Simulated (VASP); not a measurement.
TaV:

```
Ta V
1.0
     1.60670   -2.30777    0.00000
     1.60670    2.30777    0.00000
     0.00000    0.00000    4.34136
Ta V
1 1
Direct
  0.00000 0.00000 0.00000
  0.50000 0.50000 0.50000
```

- Program: VASP 6.6.1
- Task: relaxation of cell and atoms
- Functional: LDA
- Potentials or basis: VASP PAW LDA potentials, release 64 (Ta_pv, V_sv)
- Cutoff: 600 eV
- k mesh: 7 × 7 × 5
- Occupations: fermi-dirac, width 0.05 eV
- Spin: collinear spin, ferromagnetic start
- Starting moments: [0.0, 2.0] μB

At the start: pressure -12.1 GPa; volume 16.10 Å³/atom.

How do energy, volume and symmetry change on relaxing?

Over 8 steps the energy falls by 41.1 meV/atom and the volume is 15.07 Å³/atom (-6.4 %); space group Cmmm (No. 65, to 0.1 Å) before and after; moment 0.00 μB per cell.

The path:
| step | energy change (eV) | largest force (eV/Å) | pressure (GPa) | volume (Å³) |
| --- | --- | --- | --- | --- |
| 1 | 0.0000 | 0.0000 | -12.05 | 32.19 |
| 2 | 0.1924 | 0.0000 | 29.39 | 26.88 |
| 3 | -0.0818 | 0.0000 | -0.31 | 30.21 |
| 4 | -0.0819 | 0.0000 | -0.26 | 30.17 |
| 5 | -0.0813 | 0.0000 | 1.14 | 29.97 |
| 6 | -0.0819 | 0.0000 | 0.02 | 30.13 |
| 7 | -0.0821 | 0.0000 | 0.04 | 30.13 |
| 8 | -0.0821 | 0.0000 | 0.05 | 30.13 |

Final structure:
```xyz
2
Lattice="1.5658 -2.2661 0.0000 1.5658 2.2661 0.0000 0.0000 0.0000 4.2460" Properties=species:S:1:pos:R:3 pbc="T T T"
Ta    0.0000    0.0000    0.0000
V     1.5658    0.0000    2.1230
```

Caveat: the moments typed at the start vanished in this run.
